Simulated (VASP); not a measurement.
Set up this calculation in VASP 6.6.1, as the native input.

```
Task                   : electric field gradients
Functional             : PBEsol
Potentials or basis    : VASP PAW PBE potentials, release 64 (Ti_sv, B)
Cutoff                 : 520 eV
k mesh                 : 15 × 15 × 13
Occupations            : fermi-dirac, width 0.08 eV
Spin                   : no spin polarisation
Dipole correction      : no
Further INCAR settings : ALGO = Normal; EDIFF = 1e-08; NBANDS = 16
```

The structure of TiB2 lies in POSCAR:

```
TiB2
1.0
    2.9989062196      0.0000000000      0.0000000000
   -1.4994531098      2.5971289697      0.0000000000
    0.0000000000      0.0000000000      3.2284000000
Ti B
1 2
Direct
    0.0000000000      0.0000000000      0.0000000000
    0.3333333333      0.6666666667      0.5000000000
    0.6666666667      0.3333333333      0.5000000000
```

This cell differs from its parent crystal: equal xx and yy strain of -1 %.

These files were run (other wordings do the same):

INCAR

```
PREC     = Accurate       # precision mode
ENCUT    = 520            # plane-wave cutoff, eV
EDIFF    = 1E-8           # SCF threshold, eV
ISMEAR   = -1             # smearing method
SIGMA    = 0.08           # smearing width, eV
LREAL    = F              # projectors in reciprocal space
LASPH    = T              # aspherical terms in the spheres
NELM     = 80             # most SCF steps
ALGO     = Normal         # electronic algorithm
ISIF     = 2              # what is computed and relaxed
LWAVE    = F              # write WAVECAR
LCHARG   = F              # write CHGCAR
GGA      = PS             # functional
LEFG     = T            
NBANDS   = 16             # bands
```

KPOINTS

```
regular mesh
0
Gamma
  15 15 13
```

Potentials or basis: VASP PAW PBE potentials, release 64 (Ti_sv, B).

Command:

```sh
$ cat potpaw_PBE.64/Ti_sv/POTCAR potpaw_PBE.64/B/POTCAR > POTCAR
$ mpirun -np 1 vasp_std > vasp.out
```

Results of the run:

* Pressure: 0.8 GPa
* Band gap on the k mesh: zero (band 9 reaches 10.48 eV, above the bottom of band 10 at 10.02 eV)

Caveat: the cell differs from its parent crystal (equal xx and yy strain of -1 %); without QUAD_EFG the Cq values of the log hold for a quadrupole moment of 1 mb, not for the nuclei; the PAW data sets were made with another functional, which shifts forces and pressure a little.

Wall time 74 s on 1 thread of AMD EPYC 9R45 (Zen 5), with other jobs on the host, peak memory 0.16 GiB.
